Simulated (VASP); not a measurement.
Runs of VASP 6.6.1 on AlIn. The structure is that of space group P6/mmm (No. 191), or close to it. The cells are those of the table. 

```csv
level,cell,share of exact exchange,screening parameter,gap on the mesh (eV),pressure (GPa)
PBE0,"a = 2.990, b = 2.990, c = 5.822 Å, angles 90.0, 90.0, 120.0°, 2 atoms",0.25,-,none,-0.2
HSE06,"a = 2.994, b = 2.994, c = 5.831 Å, angles 90.0, 90.0, 120.0°, 2 atoms",0.25,0.2079 1/Å,none,-0.1
B3LYP,"a = 3.052, b = 3.052, c = 5.936 Å, angles 90.0, 90.0, 120.0°, 2 atoms",0.2,-,none,0.0
HSE06,"a = 3.054, b = 3.054, c = 5.828 Å, angles 90.0, 90.0, 120.0°, 2 atoms",0.25,0.2079 1/Å,none,(a)
PBEsol-based screened hybrid with 25 % exact exchange,"a = 3.054, b = 3.054, c = 5.828 Å, angles 90.0, 90.0, 120.0°, 2 atoms",0.25,0.207 1/Å,none,(b)
```

Alike in all rows: task single point; potentials or basis VASP PAW PBE potentials, release 64 (Al, In_d); no spin polarisation; k mesh 5 × 5 × 3; cutoff (eV) 520; smearing fermi-dirac 0.05 eV.

Task: Fill in the values left out.

Result: (a) -2.3; (b) -3.8.

Caveats: all runs use coarse meshes; the PAW data sets were made with another functional, which shifts forces and pressure a little; spin-orbit coupling is left out, which moves the levels of the heavy elements.

A k mesh can miss the band edges, and the runs leave out spin-orbit coupling on In.

A gap of «none» marks levels without a gap at the run's occupations.
